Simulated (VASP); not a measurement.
Input of a VASP 6.6.1 run:

The input INCAR:

```
PREC = Accurate ; ENCUT = 840
EDIFF = 1E-6 ; ISMEAR = 0
SIGMA = 0.05 ; LREAL = False
LASPH = True ; NELM = 120
ALGO = Normal ; ISIF = 2
LWAVE = False ; LCHARG = False
GGA = PE ; NBANDS = 15
GGA_COMPAT = False
```

KPOINTS

```
Automatic mesh
0
Gamma
  10 10 10
```

The input POSCAR:

```
MgO
1.0
    0.0000000000      2.1351500000      2.1351500000
    2.1351500000      0.0000000000      2.1351500000
    2.1351500000      2.1351500000      0.0000000000
Mg O
1 1
Direct
    0.0000000000      0.0000000000      0.0000000000
    0.5000000000      0.5000000000      0.5206983930
```

Potentials or basis: VASP PAW PBE potentials, release 64 (Mg_sv, O).

Launch:

```console
$ cat potpaw_PBE.64/Mg_sv/POTCAR potpaw_PBE.64/O/POTCAR > POTCAR
$ mpirun -np 1 vasp_std > vasp.out
```

(1) Predict the pressure.

(2) Predict the largest force.

(3) What does it give for the band gap on the k mesh?

Results:

(1) -1.3 GPa.

(2) 0.286 eV/Å.

(3) 4.35 eV.

Caveat: the cell differs from its parent crystal (all O atoms moved +0.062 Å, as atom 2 along Cartesian [1 1 0]).
